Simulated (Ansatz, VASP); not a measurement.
# MnO in VASP and in Ansatz

```
Mn O
1.0
     0.00000    2.16597    2.16597
     2.16597    0.00000    2.16597
     2.16597    2.16597    0.00000
Mn O
1 1
Direct
  0.00000 0.00000 0.00000
  0.50000 0.50000 0.50000
```

Alike in both runs: task single point; functional LDA; k mesh 10 × 10 × 10; occupations fermi-dirac, width 0.3 eV; collinear spin.

|  | VASP | Ansatz |
| --- | --- | --- |
| version | VASP 6.6.1 | Ansatz 0.2.0 |
| potentials or method | VASP PAW LDA potentials, release 64 (Mn_pv, O), cutoff 520 eV | plane waves, PAW |
| valence electrons in the cell | 19 | 21 |

VASP gave:

- net moment per atom (μB): 2.02
- size of the moment on the site where the two differ most (μB): 3.72

What did Ansatz give for the same quantities?

net moment per atom (μB): 2.07; size of the moment on the site where the two differ most (μB): 3.53.

LDA's correlation is that of Perdew and Zunger in VASP and of Perdew and Wang (1992) in Ansatz. Site moments also hang on the region over which each program counts them. VASP's potentials hold 19 valence electrons a cell and Ansatz's 21, so a difference there can come from the potentials and not from the codes. Ansatz's warnings: moment headroom below auto, stability check not made.
